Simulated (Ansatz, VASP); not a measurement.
## One calculation of Sc2Al, two programs

```
CELL_PARAMETERS angstrom
4.79621 0.00000 0.00000
-2.39810 4.15364 0.00000
0.00000 0.00000 6.00367
ATOMIC_POSITIONS crystal
Sc 0.00000 0.00000 0.00000
Sc 0.00000 0.00000 0.50000
Sc 0.33333 0.66667 0.75000
Sc 0.66667 0.33333 0.25000
Al 0.33333 0.66667 0.25000
Al 0.66667 0.33333 0.75000
```

Alike in both runs: task single point; functional LDA; k mesh 12 × 12 × 6; occupations gaussian, width 0.15 eV; no spin polarisation.

|  | VASP | Ansatz |
| --- | --- | --- |
| version | VASP 6.6.1 | Ansatz 0.2.0 |
| potentials or method | VASP PAW LDA potentials, release 64 (Sc_sv, Al), cutoff 520 eV | scalar-relativistic, plane waves, PAW |
| valence electrons in the cell | 50 | 50 |

```csv
,VASP,Ansatz,Ansatz less VASP
gap on the k mesh at the Fermi level (eV),none,none,-
pressure (GPa),0.1,0.0,-0.17
"traceless stress, the component that is largest in VASP (GPa)",0.03,0.05,+0.025
```

LDA's correlation is that of Perdew and Zunger in VASP and of Perdew and Wang (1992) in Ansatz. A gap of «none» marks a metal or a gap that the smearing closes.
